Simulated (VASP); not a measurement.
# Ir (P6_3/mmc) in VASP: further runs

The runs below take Ir through single point, with PBEsol.

Program: VASP 6.6.1. These are calculated values, not measurements. Logs are shortened: lines on timing, memory, paths and dates and some standing lists are left out, and cuts for length are marked.

### 1 The cell of the first run

Symmetry: P6_3/mmc, No. 194, hexagonal system. The conventional cell has a = 2.663 Å, b = 2.663 Å, c = 4.318 Å, α = 90.00°, β = 90.00°, γ = 120.00°. Within 3.5 Å of Ir (site symmetry -6m2) lie 12 Ir at 2.65 to 2.66 Å.

### 2 Single point, PBEsol, collinear spin, ferromagnetic start

The input, INCAR:

```
SYSTEM = Ir
PREC = Accurate
ENCUT = 520
EDIFF = 1E-7
ISMEAR = 0
SIGMA = 0.15
LREAL = .FALSE.
LASPH = .TRUE.
NELM = 150
ALGO = Normal
ISIF = 2
LWAVE = .FALSE.
LCHARG = .FALSE.
ISPIN = 2
MAGMOM = 0.4 0.4
LORBIT = 11
NUPDOWN = 0.8
LMAXMIX = 4
GGA = PS
NBANDS = 20
```

The input, KPOINTS:

```
regular mesh
0
G
  21 21 12
  0 0 0
```

The input, POSCAR:

```
Ir
1.0
    2.6633313082      0.0000000000      0.0000000000
   -1.3316656541      2.3065125716      0.0000000000
    0.0000000000      0.0000000000      4.3180806037
Ir
2
Direct
    0.6666666667      0.3333333333      0.7500000000
    0.3333333333      0.6666666667      0.2500000000
```

Potentials or basis: VASP PAW PBE potentials, release 64 (Ir).

Run with:

```console
$ cat potpaw_PBE.64/Ir/POTCAR > POTCAR
$ mpirun -np 1 vasp_std > vasp.out
```

OUTCAR:

```text
SYSTEM = Ir
   PREC = Accurate
   ENCUT = 520
   EDIFF = 1E-7
   ISMEAR = 0
   LREAL = .FALSE.
   LASPH = .TRUE.
   NELM = 150
   ISIF = 2
   ISPIN = 2
   LORBIT = 11
   NUPDOWN = 0.8
   GGA = PS

 ion  position               nearest neighbor table
   1  0.667  0.333  0.750-   2 2.65   2 2.65   2 2.65   2 2.65   2 2.65   2 2.65
   2  0.333  0.667  0.250-   1 2.65   1 2.65   1 2.65   1 2.65   1 2.65   1 2.65

  LATTYP: Found a hexagonal cell.
 ALAT       =     2.6633313082
 C/A-ratio  =     1.6213080928

  Lattice vectors:

 A1 = (   2.6633313082,   0.0000000000,   0.0000000000)
 A2 = (  -1.3316656541,   2.3065125716,   0.0000000000)
 A3 = (   0.0000000000,   0.0000000000,   4.3180806037)

Analysis of symmetry for initial positions (statically):
=====================================================================
 Subroutine PRICEL returns:
 Original cell was already a primitive cell.

 Routine SETGRP: Setting up the symmetry group for a
 hexagonal supercell.

 Subroutine GETGRP returns: Found 24 space group operations
 (whereof 12 operations were pure point group operations)
 out of a pool of 24 trial point group operations.

The static configuration has the point symmetry D_3d.
 The point group associated with its full space group is D_6h.

Analysis of symmetry for dynamics (positions and initial velocities):
=====================================================================
 Subroutine PRICEL returns:
 Original cell was already a primitive cell.

 Routine SETGRP: Setting up the symmetry group for a
 hexagonal supercell.

 Subroutine GETGRP returns: Found 24 space group operations
 (whereof 12 operations were pure point group operations)
 out of a pool of 24 trial point group operations.

The dynamic configuration has the point symmetry D_3d.
 The point group associated with its full space group is D_6h.

Analysis of structural, dynamic, and magnetic symmetry:
=====================================================================
 Subroutine PRICEL returns:
 Original cell was already a primitive cell.

 Routine SETGRP: Setting up the symmetry group for a
 hexagonal supercell.

 Subroutine GETGRP returns: Found 24 space group operations
 (whereof 12 operations were pure point group operations)
 out of a pool of 24 trial point group operations.

The overall configuration has the point symmetry D_3d.
 The point group associated with its full space group is D_6h.

 Subroutine INISYM returns: Found 24 space group operations
 (whereof 12 operations are pure point group operations),
 and found     1 'primitive' translations

----------------------------------------------------------------------------------------

                                     Primitive cell

  volume of cell :      26.5260

  direct lattice vectors                    reciprocal lattice vectors
     2.663331308  0.000000000  0.000000000     0.375469622  0.216777487  0.000000000
    -1.331665654  2.306512572  0.000000000     0.000000000  0.433554975  0.000000000
     0.000000000  0.000000000  4.318080604     0.000000000  0.000000000  0.231584376

  length of vectors
     2.663331308  2.663331308  4.318080604     0.433554975  0.433554975  0.231584376

  position of ions in fractional coordinates (direct lattice)
     0.666666667  0.333333333  0.750000000
     0.333333333  0.666666667  0.250000000

  ion indices of the primitive-cell ions
   primitive index   ion index
                 1           1
                 2           2

----------------------------------------------------------------------------------------

 KPOINTS: regular mesh

Automatic generation of k-mesh.
 Grid dimensions read from file:
 generate k-points for:   21   21   12

 Generating k-lattice:

  Cartesian coordinates                     Fractional coordinates (reciprocal lattice)
     0.017879506  0.010322737  0.000000000     0.047619048  0.000000000  0.000000000
     0.000000000  0.020645475  0.000000000     0.000000000  0.047619048  0.000000000
     0.000000000  0.000000000  0.019298698     0.000000000  0.000000000  0.083333333

  Length of vectors
     0.020645475  0.020645475  0.019298698

  Shift w.r.t. Gamma in fractional coordinates (k-lattice)
     0.000000000  0.000000000  0.000000000

 Subroutine IBZKPT returns following result:
 ===========================================

 Found    336 irreducible k-points:

 Following reciprocal coordinates:
            Coordinates               Weight
  0.000000  0.000000  0.000000      1.000000
  0.047619  0.000000  0.000000      6.000000
  0.095238  0.000000  0.000000      6.000000
  0.142857 -0.000000  0.000000      6.000000
  0.190476  0.000000  0.000000      6.000000
  0.238095  0.000000  0.000000      6.000000
[... 16 lines left out ...]
  0.142857  0.095238  0.000000     12.000000
  0.190476  0.095238  0.000000     12.000000
 [... further k-points ...]
   k-points           NKPTS =    336   k-points in BZ     NKDIM =    336   number of bands    NBANDS=     20
   number of dos      NEDOS =    301   number of ions     NIONS =      2
   total plane-waves  NPLWV =  12800
   dimension x,y,z NGX =    20 NGY =   20 NGZ =   32
   dimension x,y,z NGXF=    40 NGYF=   40 NGZF=   64
   ions per type =               2
   NGX,Y,Z   is equivalent  to a cutoff of  12.48, 12.48, 12.32 a.u.
   NGXF,Y,Z  is equivalent  to a cutoff of  24.97, 24.97, 24.64 a.u.
 SYSTEM =  Ir
   PREC   = accura    normal or accurate (medium, high low for compatibility)
   ISTART =      0    job   : 0-new  1-cont  2-samecut
   ICHARG =      2    charge: 1-file 2-atom 10-const
   ISPIN  =      2    spin polarized calculation?
   LNONCOLLINEAR =      F non collinear calculations
   LSORBIT =      F    spin-orbit coupling
   LASPH  =      T    aspherical Exc in radial PAW
   ENCUT  =  520.0 eV  38.22 Ry    6.18 a.u.   4.95  4.95  8.03*2*pi/ulx,y,z
   NELM   =    150;   NELMIN=  2; NELMDL= -5     # of ELM steps
   EDIFF  = 0.1E-06   stopping-criterion for ELM
   LREAL  =      F    real-space projection
   EDIFFG = 0.1E-05   stopping-criterion for IOM
   NSW    =      0    number of steps for IOM
   IBRION =     -1    ionic relax: 0-MD 1-quasi-New 2-CG
   NFREE  =      0    steps in history (QN), initial steepest desc. (CG)
   ISIF   =      2    stress and relaxation
   ISYM   =      2    0-nonsym 1-usesym 2-fastsym
   POTIM  = 0.5000    time-step for ionic-motion
   TEBEG  =    0.0;   TEEND  =   0.0 temperature during run
   PSTRESS=    0.0 pullay stress
   NELECT =      18.0000    total number of electrons
   NUPDOWN=       0.8000    fix difference up-down
   EMIN   =  10.00;   EMAX   =-10.00  energy-range for DOS
   EFERMI =   0.00;   METHOD = LEGACY
   ISMEAR =     0;   SIGMA  =   0.15  broadening in eV -4-tet -1-fermi 0-gaus
   EFERMI_NEDOS =   21; number of points for ismear=-14 and -15
   IALGO  =     38    algorithm
   IMIX   =      4    mixing-type and parameters
     AMIX     =   0.40;   BMIX     =  1.00
     AMIX_MAG =   1.60;   BMIX_MAG =  1.00
  volume/ion in A,a.u.               =      13.26        89.50
  Fermi-wavevector in a.u.,A,eV,Ry     =   1.438606  2.718570 28.158428  2.069586
  Thomas-Fermi vector in A             =   2.557554
   LORBIT       =     11    0 simple, 1 ext, 2 COOP (PROOUT), +10 PAW based schemes
   GGA     = PS    functional components
   LHFCALC =     F    Hartree Fock is set to
   AEXX    =    0.0000 exact exchange contribution
   IVDW    =     0    specifies the selected vdW correction
   LEPSILON=     F    determine dielectric tensor
   LRPA    =     F    only Hartree local field effects (RPA)
 spin polarized calculation
 Gauss-broadening in eV      SIGMA  =   0.15
  energy-cutoff  :      520.00
  volume of cell :       26.53
 maximum number of plane-waves:       756
 NGX is ok and might be reduce to    20
   NGX =  9   NGY =  9   NGZ = 17

 number of electron      17.9999998 magnetization       0.8000000

 Free energy of the ion-electron system (eV)
  ---------------------------------------------------
  ext. energy  EPLUGINS =         0.00000000
  ---------------------------------------------------
  free energy    TOTEN  =       -19.24267321 eV

  energy without entropy =      -19.21787117  energy(sigma->0) =      -19.23027219

 E-fermi :  11.2666     XC(G=0): -14.4804

 val. band max:       11.7652922878   @ k =   0.4286   0.1429   0.3333
 cond. band min:      11.2699652455   @ k =   0.4762   0.0000   0.4167
 fundamental gap:     -0.4953270424
 Fermi energy:        11.7660104020

 spin component 1

 k-point     1 :       0.0000    0.0000    0.0000
  band No.  band energies     occupation
      1      -0.5500      1.00000
      2       2.4853      1.00000
      3       7.0353      1.00000
      4       7.1405      1.00000
      5       7.1405      1.00000
      6       7.8802      1.00000
[... 12 lines left out ...]
     19      34.5293      0.00000
     20      34.5293      0.00000

 k-point     2 :       0.0476    0.0000    0.0000
  band No.  band energies     occupation
      1      -0.4540      1.00000
      2       2.5721      1.00000
      3       6.8177      1.00000
      4       7.2230      1.00000
      5       7.3357      1.00000
      6       7.8236      1.00000
[... 12 lines left out ...]
     19      33.4886      0.00000
     20      34.6389      0.00000

 k-point     3 :       0.0952    0.0000    0.0000
  band No.  band energies     occupation
      1      -0.1719      1.00000
      2       2.8199      1.00000
      3       6.5146      1.00000
      4       7.4682      1.00000
      5       7.5454      1.00000
      6       7.7185      1.00000
[... 12 lines left out ...]
     19      32.4382      0.00000
     20      34.9661      0.00000

 k-point     4 :       0.1429   -0.0000    0.0000
  band No.  band energies     occupation
      1       0.2771      1.00000
      2       3.1844      1.00000
      3       6.1968      1.00000
      4       7.3920      1.00000
      5       7.4438      1.00000
      6       7.8685      1.00000
[... 429 lines left out ...]
 k-point    23 :       0.1429    0.0952    0.0000
  band No.  band energies     occupation
      1       1.1105      1.00000
      2       3.7946      1.00000
      3       5.7005      1.00000
      4       6.4286      1.00000
      5       7.1650      1.00000
      6       7.5458      1.00000
[... 12 lines left out ...]
     19      32.1957      0.00000
     20      36.2265      0.00000

 k-point    24 :       0.1905    0.0952    0.0000
  band No.  band energies     occupation
      1       1.7634      1.00000
      2       4.0632      1.00000
      3       5.5766      1.00000
      4       5.7354      1.00000
      5       7.0546      1.00000
      6       7.2783      1.00000
[... 12 lines left out ...]
     19      32.9989      0.00000
     20      35.4536      0.00000

 [... further k-points ...]

 spin component 2

 k-point     1 :       0.0000    0.0000    0.0000
  band No.  band energies     occupation
      1      -0.4465      1.00000
      2       2.6628      1.00000
      3       7.2914      1.00000
      4       7.3842      1.00000
      5       7.3842      1.00000
      6       8.1313      1.00000
[... 12 lines left out ...]
     19      34.6414      0.00000
     20      34.6414      0.00000

 k-point     2 :       0.0476    0.0000    0.0000
  band No.  band energies     occupation
      1      -0.3505      1.00000
      2       2.7500      1.00000
      3       7.0639      1.00000
      4       7.4671      1.00000
      5       7.5881      1.00000
      6       8.0735      1.00000
[... 12 lines left out ...]
     19      33.6318      0.00000
     20      34.7510      0.00000

 k-point     3 :       0.0952    0.0000    0.0000
  band No.  band energies     occupation
      1      -0.0683      1.00000
      2       2.9990      1.00000
      3       6.7540      1.00000
      4       7.7133      1.00000
      5       7.7978      1.00000
      6       7.9682      1.00000
[... 12 lines left out ...]
     19      32.5784      0.00000
     20      35.0784      0.00000

 k-point     4 :       0.1429   -0.0000    0.0000
  band No.  band energies     occupation
      1       0.3812      1.00000
      2       3.3662      1.00000
      3       6.4286      1.00000
      4       7.6346      1.00000
      5       7.6582      1.00000
      6       8.1153      1.00000
[... 429 lines left out ...]
 k-point    23 :       0.1429    0.0952    0.0000
  band No.  band energies     occupation
      1       1.2168      1.00000
      2       3.9820      1.00000
      3       5.9222      1.00000
      4       6.6319      1.00000
      5       7.3988      1.00000
      6       7.8016      1.00000
[... 12 lines left out ...]
     19      32.2955      0.00000
     20      36.3561      0.00000

 k-point    24 :       0.1905    0.0952    0.0000
  band No.  band energies     occupation
      1       1.8735      1.00000
      2       4.2581      1.00000
      3       5.7877      1.00000
      4       5.9393      1.00000
      5       7.2840      1.00000
      6       7.5303      1.00000
[... 12 lines left out ...]
     19      33.1085      0.00000
     20      35.5982      0.00000

 [... further k-points ...]
[... 5 lines left out ...]
  --------------------------------------------------------------------------------------
  -------------------------------------------------------------------------------------
  Total        5.1484011      5.1484011      5.1366279      0.0000000     -0.0000000      0.0000000
  in kB      310.9647728    310.9647728    310.2536651      0.0000000     -0.0000000      0.0000000
  external PRESSURE =     310.7277369 kB  Pullay stress =       0.0000000 kB

 VOLUME and BASIS-vectors are now :
 -----------------------------------------------------------------------------
  energy-cutoff  :      520.00
  volume of cell :       26.53
      direct lattice vectors                 reciprocal lattice vectors
     2.663331308  0.000000000  0.000000000     0.375469622  0.216777487  0.000000000
    -1.331665654  2.306512572  0.000000000     0.000000000  0.433554975  0.000000000
     0.000000000  0.000000000  4.318080604     0.000000000  0.000000000  0.231584376

 POSITION                                       TOTAL-FORCE (eV/Angst)
 -----------------------------------------------------------------------------------
      1.33167      0.76884      3.23856        -0.000000     -0.000000      0.000000
     -0.00000      1.53768      1.07952         0.000000      0.000000      0.000000
 -----------------------------------------------------------------------------------
    total drift:                               -0.000000      0.000000     -0.000000

  FREE ENERGIE OF THE ION-ELECTRON SYSTEM (eV)
  ---------------------------------------------------
  free  energy   TOTEN  =       -19.2426732115 eV

  energy  without entropy=      -19.2178711731  energy(sigma->0) =      -19.23027219

 total charge

# of ion       s       p       d       tot
------------------------------------------
    1        0.707   0.837   7.086   8.631
    2        0.707   0.837   7.086   8.631
--------------------------------------------------
tot          1.415   1.675  14.172  17.261

 magnetization (x)

# of ion       s       p       d       tot
------------------------------------------
    1        0.002   0.004   0.383   0.389
    2        0.002   0.004   0.383   0.389
--------------------------------------------------
tot          0.004   0.008   0.766   0.778
```

Wall time 1.9 min (1 thread of Intel Xeon 6975P-C (Granite Rapids), shared host); peak memory 0.34 GiB.

What came out:

- Free energy: -19.2427 eV
- Pressure: 31.1 GPa
- Net moment: 0.80 μB per cell
- Site moments: Ir +0.39 μB
- Valence electrons inside the program's atomic spheres: Ir 8.63

Caveat: the PAW data sets were made with another functional, which shifts forces and pressure a little; spin-orbit coupling is left out, which moves the levels of the heavy elements; the total moment is fixed, so each spin has its own Fermi level.

### 3 Single point, PBEsol, collinear spin, ferromagnetic start

This run uses another cell than the first one, of 16.65 Å³/atom, 1.255 times its volume.

The input, INCAR:

```
SYSTEM = Ir
PREC = Accurate
ENCUT = 520
EDIFF = 1E-7
ISMEAR = 0
SIGMA = 0.15
LREAL = .False.
LASPH = .True.
NELM = 150
ALGO = Normal
ISIF = 2
LWAVE = .False.
LCHARG = .False.
ISPIN = 2
MAGMOM = 0.2 0.2
LORBIT = 11
NUPDOWN = 0.4
LMAXMIX = 4
GGA = PS
NBANDS = 20
```

The input, KPOINTS:

```
Automatic mesh
0
Gamma
  21 21 12
  0 0 0
```

The input, POSCAR:

```
Ir
1.0
    2.8730332727      0.0000000000      0.0000000000
   -1.4365166364      2.4881198000      0.0000000000
    0.0000000000      0.0000000000      4.6580720957
Ir
2
Direct
    0.6666666667      0.3333333333      0.7500000000
    0.3333333333      0.6666666667      0.2500000000
```

Potentials or basis: VASP PAW PBE potentials, release 64 (Ir).

Run with:

```console
$ cat potpaw_PBE.64/Ir/POTCAR > POTCAR
$ mpirun -np 1 vasp_std > vasp.out
```

Wall time 2.4 min (1 thread of Intel Xeon 6975P-C (Granite Rapids), shared host); peak memory 0.41 GiB.

Results (log left out):

- Free energy: -18.7276 eV
- Pressure: -40.8 GPa
- Net moment: 0.40 μB per cell
- Site moments: Ir +0.20 μB
- Valence electrons inside the program's atomic spheres: Ir 7.91

Stress tensor (GPa, compression positive):
```
-40.51   0.00   0.00
  0.00 -40.51   0.00
  0.00   0.00 -41.49
```

Caveat: the PAW data sets were made with another functional, which shifts forces and pressure a little; spin-orbit coupling is left out, which moves the levels of the heavy elements; the total moment is fixed, so each spin has its own Fermi level.

### 4 Single point, PBEsol, collinear spin, ferromagnetic start

This run uses another cell than the first one, of 14.11 Å³/atom, 1.064 times its volume.

The input, INCAR:

```
  ALGO = Normal
  EDIFF = 1E-6
  ENCUT = 520
  GGA = PS
  ISIF = 2
  ISMEAR = 0
  ISPIN = 2
  LASPH = True
  LCHARG = False
  LMAXMIX = 4
  LORBIT = 11
  LREAL = False
  LWAVE = False
  MAGMOM = 0.2 0.2
  NBANDS = 20
  NELM = 150
  NUPDOWN = 0.4
  PREC = Accurate
  SIGMA = 0.15
```

The input, KPOINTS:

```
k-points
0
Gamma
  21 21 12
```

The input, POSCAR:

```
Ir
1.0
    2.7188340441      0.0000000000      0.0000000000
   -1.3594170221      2.3545793509      0.0000000000
    0.0000000000      0.0000000000      4.4080676386
Ir
2
Direct
    0.6666666667      0.3333333333      0.7500000000
    0.3333333333      0.6666666667      0.2500000000
```

Run with:

```console
$ cat potpaw_PBE.64/Ir/POTCAR > POTCAR
$ mpirun -np 1 vasp_std > vasp.out
```

Wall time 8.2 min (1 thread of Oxide Virtual Turin-like, shared host); peak memory 0.33 GiB.

Results (log left out):

* Free energy: -19.4752 eV
* Pressure: 1.5 GPa
* Net moment: 0.40 μB per cell
* Site moments: Ir +0.20 μB
* Valence electrons inside the program's atomic spheres: Ir 8.40

Caveat: the PAW data sets were made with another functional, which shifts forces and pressure a little; spin-orbit coupling is left out, which moves the levels of the heavy elements; the total moment is fixed, so each spin has its own Fermi level.

### 5 Single point, PBEsol, collinear spin, ferromagnetic start

This run uses another cell than the first one, of 14.11 Å³/atom, 1.064 times its volume.

The input, INCAR:

```
PREC = Accurate ; ENCUT = 520
EDIFF = 1E-6 ; ISMEAR = 0
SIGMA = 0.15 ; LREAL = F
LASPH = T ; NELM = 150
ALGO = Fast ; ISIF = 2
LWAVE = F ; LCHARG = T
ISPIN = 2 ; MAGMOM = 0.4 0.4
LORBIT = 11 ; NUPDOWN = 0.8
LMAXMIX = 4 ; GGA = PS
LELF = T ; LVHAR = T
NBANDS = 20
```

The input, KPOINTS:

```
regular mesh
0
Gamma
  21 21 12
```

POSCAR is that of step 4.

Run with:

```console
$ cat potpaw_PBE.64/Ir/POTCAR > POTCAR
$ mpirun -np 1 vasp_std > vasp.out
```

It took 8.5 min on 1 thread of Oxide Virtual Turin-like, shared host; peak memory 0.32 GiB.

The run converged. Its results:

```
Free energy                                           : -19.4119 eV
Pressure                                              : 2.5 GPa
Net moment                                            : 0.80 μB per cell
Site moments                                          : Ir +0.39 μB
Valence electrons inside the program's atomic spheres : Ir 8.40
```

Stress tensor (GPa, compression positive):
```
2.72 0.00 0.00
0.00 2.72 0.00
0.00 0.00 2.16
```

Caveat: the PAW data sets were made with another functional, which shifts forces and pressure a little; spin-orbit coupling is left out, which moves the levels of the heavy elements; the total moment is fixed, so each spin has its own Fermi level.

(Part 1 of 2 ends here.)
